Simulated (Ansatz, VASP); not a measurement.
**Two plane-wave programs on BN**

```
CELL_PARAMETERS angstrom
2.50399 0.00000 0.00000
-1.25200 2.16852 0.00000
0.00000 0.00000 23.33060
ATOMIC_POSITIONS crystal
B 0.66667 0.33333 0.42862
B 0.33333 0.66667 0.57138
N 0.33333 0.66667 0.42862
N 0.66667 0.33333 0.57138
```

Alike in both runs: functional PBE; dispersion D3(BJ); k mesh 12 × 12 × 1; occupations gaussian, width 0.05 eV; no spin polarisation.

Ansatz relaxed the structure, and its values are those at the end. VASP's run is a single point on that final structure, the one shown.

|  | VASP | Ansatz |
| --- | --- | --- |
| version | VASP 6.6.1 | Ansatz 0.2.0 |
| potentials or method | VASP PAW PBE potentials, release 64 (B, N), cutoff 520 eV | scalar-relativistic, plane waves, PAW |
| valence electrons in the cell | 16 | 16 |

Ansatz gave:

- gap on the k mesh at the Fermi level (eV): 4.51
- rms of the force components (eV/Å): 0.013

**Question.** What did VASP give for the same quantities?

**Answer.** gap on the k mesh at the Fermi level (eV): 4.50; rms of the force components (eV/Å): 0.013.

Ansatz's warnings: published levels not confirmed.
